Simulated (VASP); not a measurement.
# Pt (Fm-3m) in VASP: notebook, part 2 of 2

VASP 6.6.1. Earlier steps stand in the parts before.

### 3 Single point, LDA (volume scaled by 0.98)

The input, INCAR:

```
ALGO = Normal
EDIFF = 1E-6
ENCUT = 520
ISIF = 2
ISMEAR = -1
LASPH = True
LCHARG = False
LREAL = False
LWAVE = False
NBANDS = 11
NELM = 80
PREC = Accurate
SIGMA = 0.05
```

The input, KPOINTS:

```
k-points
0
Gamma
  16 16 16
```

The input, POSCAR:

```
Pt
1.0
    0.0000000000      1.9583427340      1.9583427340
    1.9583427340      0.0000000000      1.9583427340
    1.9583427340      1.9583427340      0.0000000000
Pt
1
Direct
    0.0000000000      0.0000000000      0.0000000000
```

Potentials or basis: VASP PAW LDA potentials, release 64 (Pt).

The run is started by

```console
cat potpaw_LDA.64/Pt/POTCAR > POTCAR
mpirun -np 1 vasp_std > vasp.out
```

OUTCAR:

```text
EDIFF = 1E-6
   ENCUT = 520
   ISIF = 2
   ISMEAR = -1
   LASPH = True
   LREAL = False
   NELM = 80
   PREC = Accurate

 ion  position               nearest neighbor table
   1  0.000  0.000  0.000-

  LATTYP: Found a face centered cubic cell.
 ALAT       =     3.9166854680

  Lattice vectors:

 A1 = (   0.0000000000,   1.9583427340,   1.9583427340)
 A2 = (   1.9583427340,   0.0000000000,   1.9583427340)
 A3 = (   1.9583427340,   1.9583427340,   0.0000000000)

Analysis of symmetry for initial positions (statically):
=====================================================================
 Subroutine PRICEL returns:
 Original cell was already a primitive cell.

 Routine SETGRP: Setting up the symmetry group for a
 face centered cubic supercell.

 Subroutine GETGRP returns: Found 48 space group operations
 (whereof 48 operations were pure point group operations)
 out of a pool of 48 trial point group operations.

The static configuration has the point symmetry O_h .

Analysis of symmetry for dynamics (positions and initial velocities):
=====================================================================
 Subroutine PRICEL returns:
 Original cell was already a primitive cell.

 Routine SETGRP: Setting up the symmetry group for a
 face centered cubic supercell.

 Subroutine GETGRP returns: Found 48 space group operations
 (whereof 48 operations were pure point group operations)
 out of a pool of 48 trial point group operations.

The dynamic configuration has the point symmetry O_h .

 Subroutine INISYM returns: Found 48 space group operations
 (whereof 48 operations are pure point group operations),
 and found     1 'primitive' translations

----------------------------------------------------------------------------------------

                                     Primitive cell

  volume of cell :      15.0209

  direct lattice vectors                    reciprocal lattice vectors
[... 106 lines left out ...]
  volume/ion in A,a.u.               =      15.02       101.37
  Fermi-wavevector in a.u.,A,eV,Ry     =   1.429474  2.701313 27.802073  2.043395
  Thomas-Fermi vector in A             =   2.549423
   LORBIT       =      0    0 simple, 1 ext, 2 COOP (PROOUT), +10 PAW based schemes
   GGA     = CA    functional components
   LHFCALC =     F    Hartree Fock is set to
   AEXX    =    0.0000 exact exchange contribution
   IVDW    =     0    specifies the selected vdW correction
   LEPSILON=     F    determine dielectric tensor
   LRPA    =     F    only Hartree local field effects (RPA)
 non-spin polarized calculation
  energy-cutoff  :      520.00
  volume of cell :       15.02
 maximum number of plane-waves:       415
 NGX is ok and might be reduce to    24
   NGX = 11   NGY = 11   NGZ = 11

 number of electron      10.0000000 magnetization

 Free energy of the ion-electron system (eV)
  ---------------------------------------------------
  ext. energy  EPLUGINS =         0.00000000
  ---------------------------------------------------
  free energy    TOTEN  =        -7.50924380 eV

  energy without entropy =       -7.49229725  energy(sigma->0) =       -7.50077052

 E-fermi :  11.1972     XC(G=0): -13.7113

 val. band max:       11.1844465206   @ k =  -0.4375   0.1250   0.0625
 cond. band min:      11.2131881810   @ k =  -0.4375   0.3125   0.0000
 fundamental gap:      0.0287416604
 Fermi energy:        11.1971933725

 k-point     1 :       0.0000    0.0000    0.0000
  band No.  band energies     occupation
      1       0.9265      2.00000
      2       7.3692      2.00000
      3       7.3692      2.00000
      4       7.3692      2.00000
      5       9.5766      2.00000
      6       9.5766      2.00000
      7      25.8286      0.00000
      8      30.7726      0.00000
      9      30.7726      0.00000
     10      30.7726      0.00000
     11      36.2413      0.00000
[... 309 lines left out ...]
 k-point    24 :      -0.0625    0.0625    0.0000
  band No.  band energies     occupation
      1       1.3428      2.00000
      2       7.1674      2.00000
      3       7.5203      2.00000
      4       7.5656      2.00000
      5       9.3806      2.00000
      6       9.6031      2.00000
      7      26.4683      0.00000
      8      29.2008      0.00000
      9      30.8513      0.00000
     10      31.6802      0.00000
     11      37.9305      0.00000

 [... further k-points ...]
[... 5 lines left out ...]
  --------------------------------------------------------------------------------------
  -------------------------------------------------------------------------------------
  Total       -0.4187969     -0.4187969     -0.4187969      0.0000000      0.0000000      0.0000000
  in kB      -44.6702060    -44.6702060    -44.6702060      0.0000000      0.0000000      0.0000000
  external PRESSURE =     -44.6702060 kB  Pullay stress =       0.0000000 kB

 VOLUME and BASIS-vectors are now :
 -----------------------------------------------------------------------------
  energy-cutoff  :      520.00
  volume of cell :       15.02
      direct lattice vectors                 reciprocal lattice vectors
     0.000000000  1.958342734  1.958342734    -0.255317923  0.255317923  0.255317923
     1.958342734  0.000000000  1.958342734     0.255317923 -0.255317923  0.255317923
     1.958342734  1.958342734  0.000000000     0.255317923  0.255317923 -0.255317923

 POSITION                                       TOTAL-FORCE (eV/Angst)
 -----------------------------------------------------------------------------------
      0.00000      0.00000      0.00000         0.000000      0.000000      0.000000
 -----------------------------------------------------------------------------------
    total drift:                               -0.000000      0.000000      0.000000

  FREE ENERGIE OF THE ION-ELECTRON SYSTEM (eV)
  ---------------------------------------------------
  free  energy   TOTEN  =        -7.5092438004 eV

  energy  without entropy=       -7.4922972496  energy(sigma->0) =       -7.50077052
```

stdout:

```text
POSCAR found type information on POSCAR Pt
 POSCAR found :  1 types and       1 ions
 scaLAPACK will be used
 LDA part: xc-table for (Slater(with rela. corr.)+CA(PZ))
 , standard interpolation
 POSCAR, INCAR and KPOINTS ok, starting setup
 FFT: planning ... GRIDC
 FFT: planning ... GRID_SOFT
 FFT: planning ... GRID
 WAVECAR not read
 entering main loop
```

Wall time 12 s (1 thread of Intel Xeon Platinum 8559C (Emerald Rapids), shared host); peak memory 0.15 GiB.

What came out:

```
Free energy            : -7.5092 eV
Pressure               : -4.5 GPa
Band gap on the k mesh : zero (band 5 reaches 11.71 eV, above the bottom of band 6 at 9.47 eV)
```

Levels at points of the mesh, in eV from the Fermi level:
```csv
k point,band 2,band 3,band 4,band 5,band 6,band 7,band 8,band 9
"(0.00, 0.00, 0.00)",-3.83,-3.83,-3.83,-1.62,-1.62,14.63,19.58,19.58
"(0.50, 0.00, 0.00)",-3.88,-3.88,-0.48,0.06,0.06,5.87,14.20,18.94
"(0.50, 0.50, 0.00)",-6.68,0.04,0.51,0.51,1.78,8.93,11.37,11.37
```

Caveat: the cell differs from its parent crystal (volume scaled by 0.98); spin-orbit coupling is left out, which moves the levels of the heavy elements.

### 4 Single point, LDA

This run uses another cell than the first one, of 15.33 Å³/atom, 1.063 times its volume.

The input, INCAR:

```
SYSTEM = Pt
ALGO = Normal
EDIFF = 1E-6
ENCUT = 520
ISIF = 2
ISMEAR = -1
LASPH = .TRUE.
LCHARG = .FALSE.
LREAL = .FALSE.
LWAVE = .FALSE.
NBANDS = 11
NELM = 60
PREC = Accurate
SIGMA = 0.05
```

The input, KPOINTS:

```
k-points
0
G
  16 16 16
  0 0 0
```

The input, POSCAR:

```
Pt
1.0
    0.0000000000      1.9715751809      1.9715751809
    1.9715751809      0.0000000000      1.9715751809
    1.9715751809      1.9715751809      0.0000000000
Pt
1
Direct
    0.0000000000      0.0000000000      0.0000000000
```

The run is started by

```console
cat potpaw_LDA.64/Pt/POTCAR > POTCAR
mpirun -np 1 vasp_std > vasp.out
```

Run time: 10 s. Hardware: 1 thread of Intel Xeon Platinum 8559C (Emerald Rapids), shared host; peak memory 0.15 GiB.

Results (log left out):

```yaml
Free_energy: -7.4957 eV
Pressure: -9.9 GPa
Band_gap_on_the_k_mesh: zero (band 5 reaches 11.29 eV, above the bottom of band 6 at 9.14 eV)
```

Levels at points of the mesh, in eV from the Fermi level:
| k point | band 1 | band 2 | band 3 | band 4 | band 5 | band 6 | band 7 | band 8 | band 9 | band 10 |
| --- | --- | --- | --- | --- | --- | --- | --- | --- | --- | --- |
| (0.00, 0.00, 0.00) | -10.04 | -3.70 | -3.70 | -3.70 | -1.57 | -1.57 | 14.69 | 19.52 | 19.52 | 19.52 |
| (0.50, 0.00, 0.00) | -7.17 | -3.75 | -3.75 | -0.40 | 0.06 | 0.06 | 5.72 | 14.25 | 18.80 | 18.80 |
| (0.50, 0.50, 0.00) | -6.90 | -6.47 | 0.04 | 0.49 | 0.49 | 1.81 | 8.71 | 11.31 | 11.31 | 20.02 |

Caveat: spin-orbit coupling is left out, which moves the levels of the heavy elements.

### 5 Summary

| cell | gap on the mesh (eV) | pressure (GPa) |
| --- | --- | --- |
| a = 2.732 Å, angles 60.0°, 1 atom | none | 8.6 |
| a = 2.770 Å, angles 60.0°, 1 atom | none | -4.5 |
| a = 2.788 Å, angles 60.0°, 1 atom | none | -9.9 |

Alike in all rows: task single point; level LDA; potentials or basis VASP PAW LDA potentials, release 64 (Pt); no spin polarisation; k mesh 16 × 16 × 16; cutoff (eV) 520; smearing fermi-dirac 0.05 eV.

Caveats: spin-orbit coupling is left out, which moves the levels of the heavy elements.

Total energies depend on the potentials used, so only differences within one code and one set of settings carry meaning.
